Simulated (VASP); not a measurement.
Wanted: the native input for a VASP 6.6.1 run.

```yaml
Task: relaxation of cell and atoms
Functional: PBE
Potentials_or_basis: VASP PAW PBE potentials, release 64 (B, N)
Cutoff: 600 eV
k_mesh: 10 × 10 × 10
Occupations: gaussian, width 0.1 eV
Spin: no spin polarisation
Dipole_correction: no
Further_INCAR_settings: ALGO = Normal; EDIFF = 1e-07; IBRION = 2; EDIFFG = -0.04; NSW = 90; ISIF = 3
```

The structure of BN lies in POSCAR:

```
BN
1.0
   -1.2981601100      1.2981601100      5.2522462800
    1.2981601100     -1.2981601100      5.2522462800
    1.2981601100      1.2981601100     -5.2522462800
B N
3 3
Direct
    0.6362379000      0.6362379000      0.0000000000
    0.3637621000      0.3637621000      0.0000000000
    0.0000000000      0.0000000000      0.0000000000
    0.7500000000      0.2500000000      0.5000000000
    0.4326919200      0.9326919200      0.5000000000
    0.0673080800      0.5673080800      0.5000000000
```

The input as run:

INCAR

```
ALGO = Normal ; EDIFF = 1E-7
EDIFFG = -0.04 ; ENCUT = 600
GGA = PE ; GGA_COMPAT = F
IBRION = 2 ; ISIF = 3
ISMEAR = 0 ; LASPH = T
LCHARG = F ; LREAL = F
LWAVE = F ; NELM = 120
NELMIN = 4 ; NSW = 90
PREC = Accurate ; SIGMA = 0.1
```

KPOINTS

```
k-points
0
Gamma
  10 10 10
```

Potentials or basis: VASP PAW PBE potentials, release 64 (B, N).

The run is started by

```sh
$ cat potpaw_PBE.64/B/POTCAR potpaw_PBE.64/N/POTCAR > POTCAR
$ mpirun -np 1 vasp_std > vasp.out
```

Results of the run:

* Relaxed volume: 5.95 Å³/atom
* Relaxed cell: a = 5.731 Å, b = 5.731 Å, c = 5.731 Å, α = 154.15°, β = 154.15°, γ = 36.88°
* Space group after relaxing (to 0.1 Å): F-43m (No. 216)
* Energy gained by relaxing: 688.7 meV/atom
* Ionic steps: 11
* Pressure after relaxing: -0.1 GPa
* Largest force after relaxing: 0.027 eV/Å
* Band gap on the k mesh: 4.45 eV (least direct gap 5.29 eV)

Run time: 17 min on 1 thread of Intel(R) Xeon(R) 6975P-C (Granite Rapids), with other jobs on the host, peak memory 0.37 GiB.
